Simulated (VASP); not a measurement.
Write the native input for VASP 6.6.1 that does the following.

* Task: single point
* Functional: PBE
* Potentials or basis: VASP PAW PBE potentials, release 64 (Pb_d, Te)
* Cutoff: 520 eV
* k mesh: 10 × 10 × 10
* Occupations: gaussian, width 0.05 eV
* Spin: no spin polarisation
* Dipole correction: no
* Further INCAR settings: ALGO = Normal; EDIFF = 1e-07; NBANDS = 20

The structure of Te2Pb lies in POSCAR:

```
Te2Pb
1.0
    2.1130747088      1.2199842520      6.2354057886
   -2.1130747088      1.2199842520      6.2354057886
    0.0000000000     -2.4399685039      6.2354057886
Pb Te
1 2
Direct
    0.0000000000      0.0000000000      0.0000000000
    0.2274023958      0.2274023958      0.2274023958
    0.7725976042      0.7725976042      0.7725976042
```

This cell differs from its parent crystal: volume scaled by 0.945.

These files were run (other wordings do the same):

INCAR

```
SYSTEM = Te2Pb
PREC = Accurate
ENCUT = 520
EDIFF = 1E-7
ISMEAR = 0
SIGMA = 0.05
LREAL = .False.
LASPH = .True.
NELM = 80
ALGO = Normal
ISIF = 2
LWAVE = .False.
LCHARG = .True.
GGA = PE
LELF = .True.
LVHAR = .True.
NBANDS = 20
```

KPOINTS

```
Automatic mesh
0
Gamma
  10 10 10
  0 0 0
```

Potentials or basis: VASP PAW PBE potentials, release 64 (Pb_d, Te).

The run is started by

```console
$ cat potpaw_PBE.64/Pb_d/POTCAR potpaw_PBE.64/Te/POTCAR > POTCAR
$ mpirun -np 1 vasp_std > vasp.out
```

Results of the run:

```
Pressure               : 2.1 GPa
Largest force          : 0.004 eV/Å
Band gap on the k mesh : zero (band 13 reaches 6.66 eV, above the bottom of band 14 at 5.77 eV)
```

Caveat: spin-orbit coupling is left out, which moves the levels of the heavy elements.

It took 4.8 min on 1 thread of Intel(R) Xeon(R) Platinum 8488C (Sapphire Rapids), on a shared host, peak memory 0.49 GiB.
